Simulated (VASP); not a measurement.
# AlP (F-43m) in VASP: a series of runs

Runs on AlP. Level: LDA. Tasks: relaxation of cell and atoms, single point.

Everything below comes from runs of VASP 6.6.1. Logs are shortened: lines on timing, memory, paths and dates and some standing lists are left out, and cuts for length are marked.

## 1. The cell of the first run

It takes space group F-43m (No. 216, cubic). Conventional cell: a = 5.451 Å, b = 5.451 Å, c = 5.451 Å, α = 90.00°, β = 90.00°, γ = 90.00°. Al (site symmetry -43m) has 4 P at 2.36 Å within 3.1 Å. Within 3.1 Å of P (site symmetry -43m) lie 4 Al at 2.36 Å.

## 2. Relaxation of cell and atoms, LDA

The input, INCAR:

```
PREC = Accurate
ENCUT = 500
EDIFF = 1E-7
ISMEAR = -1
SIGMA = 0.08
LREAL = F
LASPH = T
NELM = 120
ALGO = Normal
ISIF = 3
LWAVE = F
LCHARG = F
IBRION = 2
NSW = 100
EDIFFG = -0.002
GGA_COMPAT = F
NELMIN = 4
```

The input, KPOINTS:

```
regular mesh
0
Gamma
  12 12 12
```

The input, POSCAR:

```
AlP
1.0
    2.7255000000      2.7255000000      0.0000000000
   -2.7255000000      2.7255000000      0.0000000000
    0.0000000000      2.7255000000      2.7255000000
Al P
1 1
Direct
    0.0000000000      0.0000000000      0.0000000000
    0.7500000000      0.2500000000      0.5000000000
```

Potentials or basis: VASP PAW LDA potentials, release 64 (Al, P).

On the command line:

```console
cat potpaw_LDA.64/Al/POTCAR potpaw_LDA.64/P/POTCAR > POTCAR
mpirun -np 1 vasp_std > vasp.out
```

OUTCAR:

```text
PREC = Accurate
   ENCUT = 500
   EDIFF = 1E-7
   ISMEAR = -1
   LREAL = F
   LASPH = T
   NELM = 120
   ISIF = 3
   IBRION = 2
   NSW = 100
   EDIFFG = -0.002
   NELMIN = 4

 ion  position               nearest neighbor table
   1  0.000  0.000  0.000-   2 2.36   2 2.36   2 2.36   2 2.36
   2  0.750  0.250  0.500-   1 2.36   1 2.36   1 2.36   1 2.36

  LATTYP: Found a face centered cubic cell.
 ALAT       =     5.4510000000

  Lattice vectors:

 A1 = (   0.0000000000,   2.7255000000,   2.7255000000)
 A2 = (   2.7255000000,   0.0000000000,   2.7255000000)
 A3 = (   2.7255000000,   2.7255000000,   0.0000000000)

Analysis of symmetry for initial positions (statically):
=====================================================================
 Subroutine PRICEL returns:
 Original cell was already a primitive cell.

 Routine SETGRP: Setting up the symmetry group for a
 face centered cubic supercell.

 Subroutine GETGRP returns: Found 24 space group operations
 (whereof 24 operations were pure point group operations)
 out of a pool of 48 trial point group operations.

The static configuration has the point symmetry T_d .

Analysis of symmetry for dynamics (positions and initial velocities):
=====================================================================
 Subroutine PRICEL returns:
 Original cell was already a primitive cell.

 Routine SETGRP: Setting up the symmetry group for a
 face centered cubic supercell.

 Subroutine GETGRP returns: Found 24 space group operations
 (whereof 24 operations were pure point group operations)
 out of a pool of 48 trial point group operations.

The dynamic configuration has the point symmetry T_d .

 Subroutine INISYM returns: Found 24 space group operations
 (whereof 24 operations are pure point group operations),
 and found     1 'primitive' translations

----------------------------------------------------------------------------------------

                                     Primitive cell

  volume of cell :      40.4919

  direct lattice vectors                    reciprocal lattice vectors
     2.725500000  2.725500000  0.000000000     0.183452578  0.183452578 -0.183452578
    -2.725500000  2.725500000  0.000000000    -0.183452578  0.183452578 -0.183452578
     0.000000000  2.725500000  2.725500000     0.000000000  0.000000000  0.366905155

  length of vectors
     3.854439064  3.854439064  3.854439064     0.317749185  0.317749185  0.366905155

  position of ions in fractional coordinates (direct lattice)
     0.000000000  0.000000000  0.000000000
     0.750000000  0.250000000  0.500000000

  ion indices of the primitive-cell ions
   primitive index   ion index
                 1           1
                 2           2

----------------------------------------------------------------------------------------

 KPOINTS: regular mesh

Automatic generation of k-mesh.
 Grid dimensions read from file:
 generate k-points for:   12   12   12

 Generating k-lattice:

  Cartesian coordinates                     Fractional coordinates (reciprocal lattice)
     0.015287715  0.015287715 -0.015287715     0.083333333  0.000000000  0.000000000
    -0.015287715  0.015287715 -0.015287715     0.000000000  0.083333333  0.000000000
     0.000000000  0.000000000  0.030575430     0.000000000  0.000000000  0.083333333

  Length of vectors
     0.026479099  0.026479099  0.030575430

  Shift w.r.t. Gamma in fractional coordinates (k-lattice)
     0.000000000  0.000000000  0.000000000

 Subroutine IBZKPT returns following result:
 ===========================================

 Found     72 irreducible k-points:

 Following reciprocal coordinates:
            Coordinates               Weight
  0.000000  0.000000  0.000000      1.000000
  0.083333  0.000000  0.000000      8.000000
  0.166667  0.000000  0.000000      8.000000
  0.250000  0.000000  0.000000      8.000000
  0.333333  0.000000  0.000000      8.000000
  0.416667  0.000000  0.000000      8.000000
[... 16 lines left out ...]
  0.500000  0.166667  0.000000     24.000000
 -0.416667  0.166667  0.000000     24.000000
 [... further k-points ...]
   k-points           NKPTS =     72   k-points in BZ     NKDIM =     72   number of bands    NBANDS=      8
   number of dos      NEDOS =    301   number of ions     NIONS =      2
   total plane-waves  NPLWV =  21952
   dimension x,y,z NGX =    28 NGY =   28 NGZ =   28
   dimension x,y,z NGXF=    56 NGYF=   56 NGZF=   56
   ions per type =               1   1
   NGX,Y,Z   is equivalent  to a cutoff of  12.08, 12.08, 12.08 a.u.
   NGXF,Y,Z  is equivalent  to a cutoff of  24.15, 24.15, 24.15 a.u.
 SYSTEM =  unknown system
   PREC   = accura    normal or accurate (medium, high low for compatibility)
   ISTART =      0    job   : 0-new  1-cont  2-samecut
   ICHARG =      2    charge: 1-file 2-atom 10-const
   ISPIN  =      1    spin polarized calculation?
   LNONCOLLINEAR =      F non collinear calculations
   LSORBIT =      F    spin-orbit coupling
   LASPH  =      T    aspherical Exc in radial PAW
   ENCUT  =  500.0 eV  36.75 Ry    6.06 a.u.   7.03  7.03  7.03*2*pi/ulx,y,z
   NELM   =    120;   NELMIN=  4; NELMDL= -5     # of ELM steps
   EDIFF  = 0.1E-06   stopping-criterion for ELM
   LREAL  =      F    real-space projection
   EDIFFG = -.2E-02   stopping-criterion for IOM
   NSW    =    100    number of steps for IOM
   IBRION =      2    ionic relax: 0-MD 1-quasi-New 2-CG
   NFREE  =      1    steps in history (QN), initial steepest desc. (CG)
   ISIF   =      3    stress and relaxation
   ISYM   =      2    0-nonsym 1-usesym 2-fastsym
   POTIM  = 0.5000    time-step for ionic-motion
   TEBEG  =    0.0;   TEEND  =   0.0 temperature during run
   PSTRESS=    0.0 pullay stress
   NELECT =       8.0000    total number of electrons
   NUPDOWN=      -1.0000    fix difference up-down
   EMIN   =  10.00;   EMAX   =-10.00  energy-range for DOS
   EFERMI =   0.00;   METHOD = LEGACY
   ISMEAR =    -1;   SIGMA  =   0.08  broadening in eV -4-tet -1-fermi 0-gaus
   EFERMI_NEDOS =   21; number of points for ismear=-14 and -15
   IALGO  =     38    algorithm
   IMIX   =      4    mixing-type and parameters
     AMIX     =   0.40;   BMIX     =  1.00
     AMIX_MAG =   1.60;   BMIX_MAG =  1.00
  volume/ion in A,a.u.               =      20.25       136.63
  Fermi-wavevector in a.u.,A,eV,Ry     =   0.953488  1.801831 12.369596  0.909140
  Thomas-Fermi vector in A             =   2.082148
   LORBIT       =      0    0 simple, 1 ext, 2 COOP (PROOUT), +10 PAW based schemes
   GGA     = CA    functional components
   LHFCALC =     F    Hartree Fock is set to
   AEXX    =    0.0000 exact exchange contribution
   IVDW    =     0    specifies the selected vdW correction
   LEPSILON=     F    determine dielectric tensor
   LRPA    =     F    only Hartree local field effects (RPA)
 conjugate gradient relaxation of ions
 non-spin polarized calculation
  energy-cutoff  :      500.00
  volume of cell :       40.49
 maximum number of plane-waves:      1056
   NGX = 13   NGY = 13   NGZ = 13

--------------------------------------- Ionic step        1  -------------------------------------------

 number of electron       8.0000000 magnetization

 Free energy of the ion-electron system (eV)
  ---------------------------------------------------
  ext. energy  EPLUGINS =         0.00000000
  ---------------------------------------------------
  free energy    TOTEN  =       -11.41254642 eV

  energy without entropy =      -11.41254383  energy(sigma->0) =      -11.41254513

------------------------ aborting loop because EDIFF is reached ----------------------------------------

  FORCE on cell =-STRESS in cart. coord.  units (eV):
  Direction    XX          YY          ZZ          XY          YZ          ZX
  --------------------------------------------------------------------------------------
  -------------------------------------------------------------------------------------
  Total       -0.1997300     -0.1997300     -0.1997300     -0.0000000      0.0000000      0.0000000
  in kB       -7.9028777     -7.9028777     -7.9028777     -0.0000000      0.0000000      0.0000000
  external PRESSURE =      -7.9028777 kB  Pullay stress =       0.0000000 kB

 VOLUME and BASIS-vectors are now :
 -----------------------------------------------------------------------------
  energy-cutoff  :      500.00
  volume of cell :       40.49
      direct lattice vectors                 reciprocal lattice vectors
     2.725500000  2.725500000  0.000000000     0.183452578  0.183452578 -0.183452578
    -2.725500000  2.725500000  0.000000000    -0.183452578  0.183452578 -0.183452578
     0.000000000  2.725500000  2.725500000     0.000000000  0.000000000  0.366905155
[... 37 lines left out ...]
 POSITION                                       TOTAL-FORCE (eV/Angst)
 -----------------------------------------------------------------------------------
     -0.00000      2.71237      2.71237        -0.000000      0.000000     -0.000000
      1.35618      4.06855      1.35618         0.000000     -0.000000      0.000000
 -----------------------------------------------------------------------------------
    total drift:                                0.000000      0.000000     -0.000000

  FREE ENERGIE OF THE ION-ELECTRON SYSTEM (eV)
  ---------------------------------------------------
  free  energy   TOTEN  =       -11.4130815189 eV

  energy  without entropy=      -11.4130785411  energy(sigma->0) =      -11.41308003

--------------------------------------- Ionic step        3  -------------------------------------------

 number of electron       8.0000000 magnetization

 Free energy of the ion-electron system (eV)
  ---------------------------------------------------
  ext. energy  EPLUGINS =         0.00000000
  ---------------------------------------------------
  free energy    TOTEN  =       -11.41343550 eV

  energy without entropy =      -11.41343268  energy(sigma->0) =      -11.41343409

 E-fermi :   5.3458     XC(G=0):  -9.5017

 val. band max:        4.5776063999   @ k =   0.0000   0.0000   0.0000
 cond. band min:       5.9933279141   @ k =   0.5000   0.5000   0.0000
 fundamental gap:      1.4157215143
 Fermi energy:         5.3457726100

 k-point     1 :       0.0000    0.0000    0.0000
  band No.  band energies     occupation
      1      -7.0074      2.00000
      2       4.5776      1.99986
      3       4.5776      1.99986
      4       4.5776      1.99986
      5       7.8148      0.00000
      6       9.0698      0.00000
      7       9.0698      0.00000
      8       9.0698      0.00000

 k-point     2 :       0.0833    0.0000    0.0000
  band No.  band energies     occupation
      1      -6.9286      2.00000
      2       3.9302      2.00000
      3       4.5055      1.99995
      4       4.5055      1.99995
      5       8.1615      0.00000
      6       9.2108      0.00000
      7       9.2108      0.00000
      8       9.2203      0.00000
[... 221 lines left out ...]
 k-point    23 :       0.5000    0.1667    0.0000
  band No.  band energies     occupation
      1      -5.1542      2.00000
      2      -0.6974      2.00000
      3       2.5256      2.00000
      4       3.3529      2.00000
      5       7.7878      0.00000
      6       9.5835      0.00000
      7      10.4487      0.00000
      8      11.9205      0.00000

 k-point    24 :      -0.4167    0.1667    0.0000
  band No.  band energies     occupation
      1      -5.5010      2.00000
      2      -0.0508      2.00000
      3       2.8330      2.00000
      4       3.3076      2.00000
      5       7.7847      0.00000
      6       9.6922      0.00000
      7      10.7251      0.00000
      8      10.7396      0.00000

 [... further k-points ...]
[... 5 lines left out ...]
  --------------------------------------------------------------------------------------
  -------------------------------------------------------------------------------------
  Total       -0.0004821     -0.0004821     -0.0004821      0.0000000     -0.0000000      0.0000000
  in kB       -0.0192472     -0.0192472     -0.0192472      0.0000000     -0.0000000      0.0000000
  external PRESSURE =      -0.0192472 kB  Pullay stress =       0.0000000 kB

 VOLUME and BASIS-vectors are now :
 -----------------------------------------------------------------------------
  energy-cutoff  :      500.00
  volume of cell :       40.13
      direct lattice vectors                 reciprocal lattice vectors
     2.717433649  2.717433649 -0.000000000     0.183997133  0.183997133 -0.183997133
    -2.717433649  2.717433649 -0.000000000    -0.183997133  0.183997133 -0.183997133
    -0.000000000  2.717433649  2.717433649     0.000000000  0.000000000  0.367994266

 POSITION                                       TOTAL-FORCE (eV/Angst)
 -----------------------------------------------------------------------------------
     -0.00000      0.00000     -0.00000         0.000000      0.000000     -0.000000
      1.35872      4.07615      1.35872        -0.000000      0.000000      0.000000
 -----------------------------------------------------------------------------------
    total drift:                                0.000000      0.000000     -0.000000

  FREE ENERGIE OF THE ION-ELECTRON SYSTEM (eV)
  ---------------------------------------------------
  free  energy   TOTEN  =       -11.4134355016 eV

  energy  without entropy=      -11.4134326823  energy(sigma->0) =      -11.41343409

 reached required accuracy - stopping structural energy minimisation
```

It took 21 s on 1 thread of Intel Xeon 6975P-C (Granite Rapids), shared host; peak memory 0.14 GiB.

What came out:

```
Free energy                            : -11.4134 eV
Relaxed volume                         : 20.07 Å³/atom
Relaxed cell                           : a = 3.843 Å, b = 3.843 Å, c = 3.843 Å, α = 60.00°, β = 60.00°, γ = 90.00°
Space group after relaxing (to 0.05 Å) : F-43m (No. 216)
Energy gained by relaxing              : 0.4 meV/atom
Ionic steps                            : 3
Pressure after relaxing                : 0.0 GPa
Band gap on the k mesh                 : 1.42 eV, indirect (least direct gap 3.24 eV)
```

Step by step:
```tsv
step	energy change (eV)	largest force (eV/Å)	pressure (GPa)	volume (Å³)
1	0.0000	0.0000	-0.79	40.49
2	-0.0005	0.0000	0.51	39.91
3	-0.0009	0.0000	0.00	40.13
```

Final structure:
```yaml
crystal:
  lattice:
    - [2.71743, 2.71743, 0.00000]
    - [-2.71743, 2.71743, 0.00000]
    - [0.00000, 2.71743, 2.71743]
  atoms:
    - { symbol: Al, position: [0.00000, 0.00000, 0.00000] }
    - { symbol: P, position: [0.75000, 0.25000, 0.50000] }
```

Levels at points of the mesh, in eV from the valence-band top:
```csv
k point,band 1,band 2,band 3,band 4,band 5,band 6,band 7,band 8
"(0.00, 0.00, 0.00)",-11.59,0.00,0.00,0.00,3.24,4.49,4.49,4.49
"(0.50, 0.00, 0.00)",-9.85,-5.64,-0.78,-0.78,2.72,4.74,4.74,8.11
"(0.50, 0.50, 0.00)",-9.17,-5.40,-2.15,-2.15,1.42,2.33,11.01,11.01
```

[end of part 1 of 2]
